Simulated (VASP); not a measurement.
A run of VASP 6.6.1 is set up as follows.

Contents of INCAR:

```
PREC = Accurate
ENCUT = 600
EDIFF = 1E-7
ISMEAR = 0
SIGMA = 0.1
LREAL = F
LASPH = T
NELM = 60
ALGO = Normal
ISIF = 3
LWAVE = F
LCHARG = F
GGA = PE
IBRION = 2
NSW = 90
EDIFFG = -0.04
```

The input KPOINTS:

```
Automatic mesh
0
Gamma
  6 6 4
```

The input POSCAR:

```
GaAs
1.0
    3.2643418100      0.0000000000      0.0000000000
   -1.6321709000      2.8270029300      0.0000000000
    0.0000000000      0.0000000000      4.7837020000
Ga As
1 1
Direct
    0.0000000000      0.0000000000      0.5000000000
    0.0000000000      0.0000000000      0.0000000000
```

Potentials or basis: VASP PAW PBE potentials, release 64 (Ga_d, As).

Run with:

```bash
$ cat potpaw_PBE.64/Ga_d/POTCAR potpaw_PBE.64/As/POTCAR > POTCAR
$ mpirun -np 1 vasp_std > vasp.out
```

Problem. Estimate the relaxed cell.

Solution. a = 2.956 Å, b = 2.956 Å, c = 5.132 Å, α = 90.00°, β = 90.00°, γ = 120.00°.

Problem. Estimate the space group after relaxing (to 0.1 Å).

Solution. P6/mmm (No. 191).

Problem. Predict the relaxed volume.

Solution. 19.41 Å³/atom.

Problem. What does it give for the band gap on the k mesh?

Solution. Zero (bands 9 and 10 overlap by 6.46 eV).

Final structure:
```xyz
2
Lattice="2.9555 0.0000 0.0000 -1.4778 2.5596 0.0000 0.0000 0.0000 5.1318" Properties=species:S:1:pos:R:3 pbc="T T T"
Ga    0.0000    0.0000    2.5659
As    0.0000    0.0000    0.0000
```

Caveat: the k points lie up to 0.41 Å⁻¹ apart in the final cell, too coarse for converged energies and pressures of a metal.
